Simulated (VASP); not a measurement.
Here is a VASP 6.6.1 calculation.

The input INCAR:

```
SYSTEM = In
PREC = Accurate ; ENCUT = 520
EDIFF = 1E-6 ; ISMEAR = 0
SIGMA = 0.1 ; LREAL = .FALSE.
LASPH = .TRUE. ; NELM = 60
ALGO = Fast ; ISIF = 2
LWAVE = .FALSE. ; LCHARG = .FALSE.
GGA = PE ; NBANDS = 12
```

File KPOINTS:

```
Automatic mesh
0
G
  18 18 18
  0 0 0
```

File POSCAR:

```
In
1.0
   -1.7498151700      1.7498151700      2.4694725103
    1.7498151700     -1.7498151700      2.4694725103
    1.7498151700      1.7498151700     -2.4694725103
In
1
Direct
    0.0000000000      0.0000000000      0.0000000000
```

Potentials or basis: VASP PAW PBE potentials, release 64 (In_d).

Command:

```bash
$ cat potpaw_PBE.64/In_d/POTCAR > POTCAR
$ mpirun -np 1 vasp_std > vasp.out
```

Problem. What does it give for the band gap on the k mesh?

Solution. Zero (an odd number of electrons rules out a gap without spin polarisation).

Problem. Estimate the pressure.

Solution. -2.7 GPa.

Caveat: spin-orbit coupling is left out, which moves the levels of the heavy elements.
